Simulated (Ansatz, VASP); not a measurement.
## GaSb5 in VASP and in Ansatz

```xyz
6
Lattice="6.1749 0.0000 0.0000 -3.0875 5.3477 0.0000 0.0000 0.0000 5.5921" Properties=species:S:1:pos:R:3 pbc="T T T"
Ga    0.0000    0.0000    2.7960
Sb    3.0875    0.0000    0.0000
Sb   -1.5437    2.6738    0.0000
Sb    1.5437    2.6738    0.0000
Sb    0.0000    3.5651    2.7960
Sb    3.0875    1.7826    2.7960
```

Alike in both runs: functional PBE; k mesh 6 × 6 × 8; occupations gaussian, width 0.1 eV; no spin polarisation.

Ansatz relaxed the structure, and its values are those at the end. VASP's run is a single point on that final structure, the one shown.

```csv
,VASP,Ansatz
version,VASP 6.6.1,Ansatz 0.2.0
potentials or method,"VASP PAW PBE potentials, release 64 (Ga_d, Sb), cutoff 520 eV","scalar-relativistic, plane waves, PAW"
valence electrons in the cell,38,88
```

```csv
,VASP,Ansatz,Ansatz less VASP
gap on the k mesh at the Fermi level (eV),none,none,-
pressure (GPa),0.0,0.0,+0.06
```

A gap of «none» marks a metal or a gap that the smearing closes. VASP's potentials hold 38 valence electrons a cell and Ansatz's 88, so a difference there can come from the potentials and not from the codes.

Spin-orbit coupling is off throughout.
